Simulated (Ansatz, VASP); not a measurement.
## TaNbO in VASP and in Ansatz

File INCAR:

```
SYSTEM = TaNbO
PREC = Accurate
ENCUT = 520
EDIFF = 1E-6
ISMEAR = 0
SIGMA = 0.1
LREAL = .FALSE.
LASPH = .TRUE.
NELM = 60
ALGO = Normal
ISIF = 2
LWAVE = .FALSE.
LCHARG = .FALSE.
GGA = PE
NBANDS = 22
```

KPOINTS

```
Automatic mesh
0
G
  6 6 4
  0 0 0
```

The input POSCAR:

```
TaNbO
1.0
    3.7773028300      0.0000000000      0.0000000000
   -1.8886514200      3.2712402100      0.0000000000
    0.0000000000      0.0000000000      4.1641130500
Ta Nb O
1 1 1
Direct
    0.3333333300      0.6666666700      0.5000000000
    0.0000000000      0.0000000000      0.5000000000
    0.6666666700      0.3333333300      0.0000000000
```

Input for Ansatz:

```yaml
crystal:
  lattice:
    - [3.77730283, 0.0, 0.0]
    - [-1.88865142, 3.27124021, 0.0]
    - [0.0, 0.0, 4.16411305]
  atoms:
    - { symbol: Ta, position: [0.33333333, 0.66666667, 0.5] }
    - { symbol: Nb, position: [0.0, 0.0, 0.5] }
    - { symbol: O, position: [0.66666667, 0.33333333, 0.0] }
basis:
  ecutwfc: 420
kpoints:
  mp_grid: { grid: [6, 6, 4] }
hamiltonian:
  xc: pbe
scf:
  occupations: { method: gaussian, width: 0.1 }
  lower_state_search: "off"
output:
  forces: true
  stress: true
  eigenvalues: true
```

Change from the starting cell: species swapped into the BaAlSn type (P-6m2, No. 187).

Alike in both runs: task single point; functional PBE; k mesh 6 × 6 × 4; occupations gaussian, width 0.1 eV; no spin polarisation.

|  | VASP | Ansatz |
| --- | --- | --- |
| version | VASP 6.6.1 | Ansatz 0.2.0 |
| potentials or method | VASP PAW PBE potentials, release 64 (Ta_pv, Nb_sv, O), cutoff 520 eV | scalar-relativistic, plane waves, PAW |
| valence electrons in the cell | 30 | 32 |

VASP gave:

* gap on the k mesh at the Fermi level (eV): none
* pressure (GPa): 25.4
* traceless stress, the component that is largest in VASP (GPa): -44.99

Estimate Ansatz's values.

gap on the k mesh at the Fermi level (eV): none; pressure (GPa): 24.3; traceless stress, the component that is largest in VASP (GPa): -43.80.

A gap of «none» marks a metal or a gap that the smearing closes. VASP's potentials hold 30 valence electrons a cell and Ansatz's 32, so a difference there can come from the potentials and not from the codes.

The k mesh is coarse, so the values compare programs but aren't converged. Neither program's run includes spin-orbit coupling.
